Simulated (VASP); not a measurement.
# Al2Cu (Khatyrkite) (Fmmm) in VASP: further runs

Runs on Al2Cu (Khatyrkite). Level: PBEsol. Tasks: single point.

All numbers are computed with VASP 6.6.1; they aren't measurements. Logs are shortened: lines on timing, memory, paths and dates and some standing lists are left out, and cuts for length are marked.

## (1) The cell of the first run

The structure is orthorhombic, space group Fmmm (No. 69). Conventional cell: a = 4.877 Å, b = 8.537 Å, c = 8.623 Å, α = 90.00°, β = 90.00°, γ = 90.00°. Within 3.2 Å of Cu (site symmetry 222) lie 2 Cu at 2.44 Å and 8 Al at 2.58 to 2.60 Å. Within 3.4 Å of Al (site symmetry m2m) lie 4 Cu at 2.60 Å and 11 Al at 2.70 to 3.24 Å. Al (site symmetry mm2) has 4 Cu at 2.58 Å and 11 Al at 2.73 to 3.24 Å within 3.4 Å.

## (2) Single point, PBEsol

File INCAR:

```
SYSTEM = Al2Cu
ALGO = Normal
EDIFF = 1E-6
ENCUT = 520
GGA = PS
ISIF = 2
ISMEAR = -1
LASPH = .TRUE.
LCHARG = .FALSE.
LREAL = .FALSE.
LWAVE = .FALSE.
NBANDS = 26
NELM = 60
PREC = Accurate
SIGMA = 0.05
```

File KPOINTS:

```
k-points
0
G
  6 6 6
  0 0 0
```

File POSCAR:

```
Al2Cu
1.0
   -3.0183325000      3.0183325000      2.4385000000
    3.0183325000     -3.0183325000      2.4385000000
    3.0486675000      3.0486675000     -2.4385000000
Cu Al
2 4
Direct
    0.2500000000      0.2500000000      0.0000000000
    0.7500000000      0.7500000000      0.0000000000
    0.3419000000      0.1581000000      0.5000000000
    0.8419000000      0.3419000000      0.1838000000
    0.6581000000      0.8419000000      0.5000000000
    0.1581000000      0.6581000000      0.8162000000
```

Potentials or basis: VASP PAW PBE potentials, release 64 (Cu, Al).

Started as:

```sh
$ cat potpaw_PBE.64/Cu/POTCAR potpaw_PBE.64/Al/POTCAR > POTCAR
$ mpirun -np 1 vasp_std > vasp.out
```

OUTCAR:

```text
SYSTEM = Al2Cu
   EDIFF = 1E-6
   ENCUT = 520
   GGA = PS
   ISIF = 2
   ISMEAR = -1
   LASPH = .TRUE.
   LREAL = .FALSE.
   NELM = 60
   PREC = Accurate

 ion  position               nearest neighbor table
   1  0.250  0.250  0.000-   2 2.44   2 2.44   6 2.58   4 2.58   6 2.58   4 2.58   3 2.60   5 2.60
                             5 2.60   3 2.60
   2  0.750  0.750  0.000-   1 2.44   1 2.44   6 2.58   4 2.58   6 2.58   4 2.58   5 2.60   3 2.60
                             5 2.60   3 2.60
   3  0.342  0.158  0.500-   2 2.60   1 2.60   1 2.60   2 2.60   5 2.70   5 2.90   5 2.90   6 3.10
                             4 3.10   6 3.10   4 3.10   4 3.22   6 3.22   4 3.24   6 3.24
   4  0.842  0.342  0.184-   1 2.58   2 2.58   2 2.58   1 2.58   6 2.73   6 2.91   6 2.91   3 3.10
                             5 3.10   3 3.10   5 3.10   3 3.22   5 3.22   3 3.24   5 3.24
   5  0.658  0.842  0.500-   1 2.60   2 2.60   2 2.60   1 2.60   3 2.70   3 2.90   3 2.90   6 3.10
                             4 3.10   6 3.10   4 3.10   4 3.22   6 3.22   6 3.24   4 3.24
   6  0.158  0.658  0.816-   1 2.58   2 2.58   2 2.58   1 2.58   4 2.73   4 2.91   4 2.91   3 3.10
                             5 3.10   5 3.10   3 3.10   3 3.22   5 3.22   3 3.24   5 3.24

  LATTYP: Found a face centered orthorhombic cell.
 ALAT       =     4.8770000000
 B/A-ratio  =     1.7504887255
 C/A-ratio  =     1.7680815771

  Lattice vectors:

 A1 = (   6.0670000000,   0.0303350000,   0.0000000000)
 A2 = (   3.0486675000,   3.0486675000,   2.4385000000)
 A3 = (   3.0183325000,  -3.0183325000,   2.4385000000)

Analysis of symmetry for initial positions (statically):
=====================================================================
 Subroutine PRICEL returns:
 Original cell was already a primitive cell.

 Routine SETGRP: Setting up the symmetry group for a
 face centered orthorhombic supercell.

 Subroutine GETGRP returns: Found  8 space group operations
 (whereof  4 operations were pure point group operations)
 out of a pool of  8 trial point group operations.

The static configuration has the point symmetry C_2h.
 The point group associated with its full space group is D_2h.

Analysis of symmetry for dynamics (positions and initial velocities):
=====================================================================
 Subroutine PRICEL returns:
 Original cell was already a primitive cell.

 Routine SETGRP: Setting up the symmetry group for a
 face centered orthorhombic supercell.

 Subroutine GETGRP returns: Found  8 space group operations
 (whereof  4 operations were pure point group operations)
 out of a pool of  8 trial point group operations.

The dynamic configuration has the point symmetry C_2h.
 The point group associated with its full space group is D_2h.

 Subroutine INISYM returns: Found  8 space group operations
 (whereof  4 operations are pure point group operations),
 and found     1 'primitive' translations

----------------------------------------------------------------------------------------

                                     Primitive cell

  volume of cell :      89.7553

  direct lattice vectors                    reciprocal lattice vectors
    -3.018332500  3.018332500  2.438500000    -0.000824151  0.164830229  0.205044084
     3.018332500 -3.018332500  2.438500000     0.164830229 -0.000824151  0.205044084
     3.048667500  3.048667500 -2.438500000     0.164006078  0.164006078  0.000000000

  length of vectors
     4.915988650  4.915988650  4.953284698     0.263083181  0.263083181  0.231939620

  position of ions in fractional coordinates (direct lattice)
     0.250000000  0.250000000  0.000000000
     0.750000000  0.750000000  0.000000000
     0.341900000  0.158100000  0.500000000
     0.841900000  0.341900000  0.183800000
     0.658100000  0.841900000  0.500000000
     0.158100000  0.658100000  0.816200000

  ion indices of the primitive-cell ions
   primitive index   ion index
                 1           1
                 2           2
                 3           3
                 4           4
                 5           5
                 6           6

----------------------------------------------------------------------------------------

 KPOINTS: k-points

Automatic generation of k-mesh.
 Grid dimensions read from file:
 generate k-points for:    6    6    6

 Generating k-lattice:

  Cartesian coordinates                     Fractional coordinates (reciprocal lattice)
    -0.000137359  0.027471705  0.034174014     0.166666667 -0.000000000  0.000000000
     0.027471705 -0.000137359  0.034174014    -0.000000000  0.166666667  0.000000000
     0.027334346  0.027334346  0.000000000     0.000000000  0.000000000  0.166666667

  Length of vectors
     0.043847197  0.043847197  0.038656603

  Shift w.r.t. Gamma in fractional coordinates (k-lattice)
     0.000000000  0.000000000  0.000000000

 Subroutine IBZKPT returns following result:
 ===========================================

 Found     46 irreducible k-points:

 Following reciprocal coordinates:
            Coordinates               Weight
  0.000000  0.000000  0.000000      1.000000
  0.166667  0.000000  0.000000      8.000000
  0.333333  0.000000 -0.000000      8.000000
  0.500000  0.000000 -0.000000      4.000000
  0.166667  0.166667 -0.000000      4.000000
  0.333333  0.166667  0.000000      8.000000
[... 16 lines left out ...]
  0.333333  0.333333  0.166667      2.000000
 -0.333333  0.333333  0.166667      4.000000
 [... further k-points ...]
   k-points           NKPTS =     46   k-points in BZ     NKDIM =     46   number of bands    NBANDS=     26
   number of dos      NEDOS =    301   number of ions     NIONS =      6
   total plane-waves  NPLWV =  64000
   dimension x,y,z NGX =    40 NGY =   40 NGZ =   40
   dimension x,y,z NGXF=    80 NGYF=   80 NGZF=   80
   ions per type =               2   4
   NGX,Y,Z   is equivalent  to a cutoff of  13.53, 13.53, 13.43 a.u.
   NGXF,Y,Z  is equivalent  to a cutoff of  27.05, 27.05, 26.85 a.u.
 SYSTEM =  Al2Cu
   PREC   = accura    normal or accurate (medium, high low for compatibility)
   ISTART =      0    job   : 0-new  1-cont  2-samecut
   ICHARG =      2    charge: 1-file 2-atom 10-const
   ISPIN  =      1    spin polarized calculation?
   LNONCOLLINEAR =      F non collinear calculations
   LSORBIT =      F    spin-orbit coupling
   LASPH  =      T    aspherical Exc in radial PAW
   ENCUT  =  520.0 eV  38.22 Ry    6.18 a.u.   9.14  9.14  9.21*2*pi/ulx,y,z
   NELM   =     60;   NELMIN=  2; NELMDL= -5     # of ELM steps
   EDIFF  = 0.1E-05   stopping-criterion for ELM
   LREAL  =      F    real-space projection
   EDIFFG = 0.1E-04   stopping-criterion for IOM
   NSW    =      0    number of steps for IOM
   IBRION =     -1    ionic relax: 0-MD 1-quasi-New 2-CG
   NFREE  =      0    steps in history (QN), initial steepest desc. (CG)
   ISIF   =      2    stress and relaxation
   ISYM   =      2    0-nonsym 1-usesym 2-fastsym
   POTIM  = 0.5000    time-step for ionic-motion
   TEBEG  =    0.0;   TEEND  =   0.0 temperature during run
   PSTRESS=    0.0 pullay stress
   NELECT =      34.0000    total number of electrons
   NUPDOWN=      -1.0000    fix difference up-down
   EMIN   =  10.00;   EMAX   =-10.00  energy-range for DOS
   EFERMI =   0.00;   METHOD = LEGACY
   ISMEAR =    -1;   SIGMA  =   0.05  broadening in eV -4-tet -1-fermi 0-gaus
   EFERMI_NEDOS =   21; number of points for ismear=-14 and -15
   IALGO  =     38    algorithm
   IMIX   =      4    mixing-type and parameters
     AMIX     =   0.40;   BMIX     =  1.00
     AMIX_MAG =   1.60;   BMIX_MAG =  1.00
  volume/ion in A,a.u.               =      14.96       100.95
  Fermi-wavevector in a.u.,A,eV,Ry     =   1.184535  2.238446 19.090645  1.403123
  Thomas-Fermi vector in A             =   2.320747
   LORBIT       =      0    0 simple, 1 ext, 2 COOP (PROOUT), +10 PAW based schemes
   GGA     = PS    functional components
   LHFCALC =     F    Hartree Fock is set to
   AEXX    =    0.0000 exact exchange contribution
   IVDW    =     0    specifies the selected vdW correction
   LEPSILON=     F    determine dielectric tensor
   LRPA    =     F    only Hartree local field effects (RPA)
 non-spin polarized calculation
  energy-cutoff  :      520.00
  volume of cell :       89.76
 maximum number of plane-waves:      2437
 NGX is ok and might be reduce to    40
   NGX = 19   NGY = 19   NGZ = 19

 number of electron      33.9999979 magnetization

 Free energy of the ion-electron system (eV)
  ---------------------------------------------------
  ext. energy  EPLUGINS =         0.00000000
  ---------------------------------------------------
  free energy    TOTEN  =       -26.03688136 eV

  energy without entropy =      -26.01750540  energy(sigma->0) =      -26.02719338

 E-fermi :   7.7539     XC(G=0): -10.9320

 val. band max:        7.7394349131   @ k =   0.1667   0.0000   0.1667
 cond. band min:       7.7576168678   @ k =  -0.1667   0.1667   0.3333
 fundamental gap:      0.0181819548
 Fermi energy:         7.7539263565

 k-point     1 :       0.0000    0.0000    0.0000
  band No.  band energies     occupation
      1      -2.8765      2.00000
      2       2.5521      2.00000
      3       2.7505      2.00000
      4       2.7678      2.00000
      5       2.7736      2.00000
      6       3.6587      2.00000
[... 18 lines left out ...]
     25      13.0794      0.00000
     26      13.6332      0.00000

 k-point     2 :       0.1667    0.0000    0.0000
  band No.  band energies     occupation
      1      -2.5871      2.00000
      2       2.5264      2.00000
      3       2.6432      2.00000
      4       2.7436      2.00000
      5       2.8313      2.00000
      6       3.6039      2.00000
[... 18 lines left out ...]
     25      13.3833      0.00000
     26      13.9815      0.00000

 k-point     3 :       0.3333    0.0000   -0.0000
  band No.  band energies     occupation
      1      -1.7283      2.00000
      2       1.4381      2.00000
      3       2.5066      2.00000
      4       2.6813      2.00000
      5       2.9372      2.00000
      6       3.4246      2.00000
[... 572 lines left out ...]
 k-point    23 :       0.3333    0.3333    0.1667
  band No.  band energies     occupation
      1      -0.2489      2.00000
      2      -0.1281      2.00000
      3       1.5036      2.00000
      4       1.7034      2.00000
      5       3.2800      2.00000
      6       3.3552      2.00000
[... 18 lines left out ...]
     25      15.7215      0.00000
     26      15.8418      0.00000

 k-point    24 :      -0.3333    0.3333    0.1667
  band No.  band energies     occupation
      1      -1.7472      2.00000
      2       0.8211      2.00000
      3       2.5590      2.00000
      4       2.6692      2.00000
      5       2.9795      2.00000
      6       3.1414      2.00000
[... 18 lines left out ...]
     25      12.9682      0.00000
     26      15.1897      0.00000

 [... further k-points ...]
[... 5 lines left out ...]
  --------------------------------------------------------------------------------------
  -------------------------------------------------------------------------------------
  Total       -2.2397045     -2.2397045     -1.1351911     -0.4852314      0.0000000      0.0000000
  in kB      -39.9798724    -39.9798724    -20.2637433     -8.6616300      0.0000000      0.0000000
  external PRESSURE =     -33.4078294 kB  Pullay stress =       0.0000000 kB

 VOLUME and BASIS-vectors are now :
 -----------------------------------------------------------------------------
  energy-cutoff  :      520.00
  volume of cell :       89.76
      direct lattice vectors                 reciprocal lattice vectors
    -3.018332500  3.018332500  2.438500000    -0.000824151  0.164830229  0.205044084
     3.018332500 -3.018332500  2.438500000     0.164830229 -0.000824151  0.205044084
     3.048667500  3.048667500 -2.438500000     0.164006078  0.164006078  0.000000000

 POSITION                                       TOTAL-FORCE (eV/Angst)
 -----------------------------------------------------------------------------------
      0.00000      0.00000      1.21925        -0.000000      0.000000     -0.000000
      0.00000      0.00000      3.65775        -0.000000      0.000000     -0.000000
      0.96956      2.07910      0.00000         0.084957     -0.084957     -0.000000
     -0.94882      2.06951      2.43850        -0.039688     -0.039688     -0.000000
      2.07910      0.96956      2.43850        -0.084957      0.084957     -0.000000
      3.99749      0.97916     -0.00000         0.039688      0.039688      0.000000
 -----------------------------------------------------------------------------------
    total drift:                               -0.000000     -0.000000      0.000000

  FREE ENERGIE OF THE ION-ELECTRON SYSTEM (eV)
  ---------------------------------------------------
  free  energy   TOTEN  =       -26.0368813602 eV

  energy  without entropy=      -26.0175053970  energy(sigma->0) =      -26.02719338
```

Wall time 1.9 min (1 thread of Intel Xeon 6975P-C, shared host); peak memory 0.28 GiB.

Results:

| Item | Value |
| --- | --- |
| Free energy | -26.0369 eV |
| Pressure | -3.3 GPa |
| Largest force | 0.120 eV/Å |
| Band gap on the k mesh | zero (band 17 reaches 10.37 eV, above the bottom of band 18 at 6.36 eV) |

Forces on the atoms (eV/Å):
```
Cu   0.000  0.000  0.000
Cu   0.000  0.000  0.000
Al   0.085 -0.085  0.000
Al  -0.040 -0.040  0.000
Al  -0.085  0.085  0.000
Al   0.040  0.040  0.000
```

Stress tensor (GPa, compression positive):
```
-4.00 -0.87  0.00
-0.87 -4.00  0.00
 0.00  0.00 -2.03
```

Levels at points of the mesh, in eV from the Fermi level:
```tsv
k point	band 15	band 16	band 17	band 18	band 19	band 20
(0.00, 0.00, 0.00)	-1.25	-1.08	-1.08	-0.74	-0.28	0.14
(0.50, 0.00, 0.00)	-2.50	-2.50	0.30	0.31	4.02	4.12
(0.50, 0.50, 0.00)	-1.40	-1.23	-0.95	-0.58	0.81	1.22
(0.00, 0.00, 0.50)	-1.30	-1.17	-0.85	-0.58	0.88	1.38
(0.50, 0.50, 0.50)	-3.11	-1.73	2.62	2.96	3.10	3.42
```

Caveat: the PAW data sets were made with another functional, which shifts forces and pressure a little.

## (3) Single point, PBEsol

File INCAR:

```
PREC = Accurate ; ENCUT = 520
EDIFF = 1E-6 ; ISMEAR = -1
SIGMA = 0.05 ; LREAL = F
LASPH = T ; NELM = 60
ALGO = Fast ; ISIF = 2
LWAVE = F ; LCHARG = T
GGA = PS ; LELF = T
LVHAR = T ; NBANDS = 26
```

File KPOINTS:

```
Automatic mesh
0
Gamma
  6 6 6
```

Changes to POSCAR since step 2:

```diff
@@ -2,5 +2,5 @@
 1.0
-   -3.0183325000      3.0183325000      2.4385000000
-    3.0183325000     -3.0183325000      2.4385000000
-    3.0486675000      3.0486675000     -2.4385000000
+   -3.0031650000      3.0031650000      2.4385000000
+    3.0031650000     -3.0031650000      2.4385000000
+    3.0638350000      3.0638350000     -2.4385000000
 Cu Al
```

Potentials or basis: VASP PAW PBE potentials, release 64 (Cu, Al).

Started as:

```sh
$ cat potpaw_PBE.64/Cu/POTCAR potpaw_PBE.64/Al/POTCAR > POTCAR
$ mpirun -np 1 vasp_std > vasp.out
```

It took 1.9 min on 1 thread of Intel Xeon 6975P-C, shared host; peak memory 0.27 GiB.

It converged, with:

- Free energy: -26.0298 eV
- Pressure: -3.1 GPa
- Largest force: 0.156 eV/Å
- Band gap on the k mesh: zero (band 17 reaches 10.36 eV, above the bottom of band 18 at 6.35 eV)

Forces on the atoms (eV/Å):
```
Cu   0.000  0.000  0.000
Cu   0.000  0.000  0.000
Al   0.110 -0.110  0.000
Al  -0.018 -0.018  0.000
Al  -0.110  0.110  0.000
Al   0.018  0.018  0.000
```

Stress tensor (GPa, compression positive):
```
-3.76 -1.73  0.00
-1.73 -3.76  0.00
 0.00  0.00 -1.74
```

Levels at points of the mesh, in eV from the Fermi level:
```csv
k point,band 15,band 16,band 17,band 18,band 19,band 20
"(0.00, 0.00, 0.00)",-1.26,-1.08,-1.08,-0.74,-0.27,0.13
"(0.50, 0.00, 0.00)",-2.51,-2.50,0.29,0.31,3.93,4.07
"(0.50, 0.50, 0.00)",-1.45,-1.27,-1.00,-0.59,0.77,1.14
"(0.00, 0.00, 0.50)",-1.26,-1.14,-0.80,-0.58,0.92,1.46
"(0.50, 0.50, 0.50)",-3.12,-1.73,2.60,2.89,3.17,3.41
```

Caveat: the PAW data sets were made with another functional, which shifts forces and pressure a little.

## (4) Single point, PBEsol

File INCAR:

```
SYSTEM = Al2Cu
PREC     = Accurate       ! precision mode
ENCUT    = 520            ! plane-wave cutoff, eV
EDIFF    = 1E-6           ! SCF threshold, eV
ISMEAR   = -1             ! smearing method
SIGMA    = 0.05           ! smearing width, eV
LREAL    = .FALSE.        ! projectors in reciprocal space
LASPH    = .TRUE.         ! aspherical terms in the spheres
NELM     = 80             ! most SCF steps
ALGO     = Normal         ! electronic algorithm
ISIF     = 2              ! what is computed and relaxed
LWAVE    = .FALSE.        ! write WAVECAR
LCHARG   = .FALSE.        ! write CHGCAR
GGA      = PS             ! functional
NBANDS   = 26             ! bands
```

File KPOINTS:

```
Automatic mesh
0
G
  6 6 6
  0 0 0
```

Changes to POSCAR since step 3:

```diff
@@ -2,5 +2,5 @@
 1.0
-   -3.0031650000      3.0031650000      2.4385000000
-    3.0031650000     -3.0031650000      2.4385000000
-    3.0638350000      3.0638350000     -2.4385000000
+   -2.9728300000      2.9728300000      2.4385000000
+    2.9728300000     -2.9728300000      2.4385000000
+    3.0941700000      3.0941700000     -2.4385000000
 Cu Al
```

Started as:

```sh
$ cat potpaw_PBE.64/Cu/POTCAR potpaw_PBE.64/Al/POTCAR > POTCAR
$ mpirun -np 1 vasp_std > vasp.out
```

It took 76 s on 1 thread of Intel Xeon 6975P-C, shared host; peak memory 0.27 GiB.

It converged, with:

```
Free energy            : -26.0014 eV
Pressure               : -3.2 GPa
Largest force          : 0.242 eV/Å
Band gap on the k mesh : zero (band 17 reaches 10.31 eV, above the bottom of band 18 at 6.37 eV)
```

Forces in eV/Å, atoms in the order of the input:
```
Cu   0.000  0.000  0.000
Cu   0.000  0.000  0.000
Al   0.171 -0.171  0.000
Al   0.024  0.024  0.000
Al  -0.171  0.171  0.000
Al  -0.024 -0.024  0.000
```

Stress tensor (GPa, compression positive):
```
-3.93 -3.44  0.00
-3.44 -3.93  0.00
 0.00  0.00 -1.70
```

Levels at points of the mesh, in eV from the Fermi level:
```
           k point  band 14  band 15  band 16  band 17  band 18  band 19  band 20  band 21
(0.00, 0.00, 0.00)    -1.95    -1.27    -1.10    -1.09    -0.74    -0.26     0.12     1.41
(0.50, 0.00, 0.00)    -3.00    -2.51    -2.49     0.28     0.31     3.72     3.88     4.47
(0.50, 0.50, 0.00)    -2.77    -1.55    -1.37    -1.08    -0.60     0.68     0.97     4.92
(0.00, 0.00, 0.50)    -2.63    -1.17    -1.11    -0.69    -0.59     0.99     1.62     4.47
(0.50, 0.50, 0.50)    -3.15    -3.12    -1.75     2.54     2.74     3.30     3.36     4.14
```

Caveat: the PAW data sets were made with another functional, which shifts forces and pressure a little.

## (5) Summary

```tsv
cell	gap on the mesh (eV)	pressure (GPa)	largest force (eV/Å)
a = 4.916, b = 4.916, c = 4.953 Å, angles 104.1, 104.1, 120.5°, 6 atoms	none	-3.3	0.12
a = 4.897, b = 4.897, c = 4.972 Å, angles 104.1, 104.1, 120.3°, 6 atoms	none	-3.1	0.16
a = 4.860, b = 4.860, c = 5.009 Å, angles 104.1, 104.1, 119.8°, 6 atoms	none	-3.2	0.24
```

Alike in all rows: task single point; level PBEsol; potentials or basis VASP PAW PBE potentials, release 64 (Cu, Al); no spin polarisation; k mesh 6 × 6 × 6; cutoff (eV) 520; smearing fermi-dirac 0.05 eV.

Caveats: the PAW data sets were made with another functional, which shifts forces and pressure a little.

Total energies depend on the potentials used, so only differences within one code and one set of settings carry meaning.
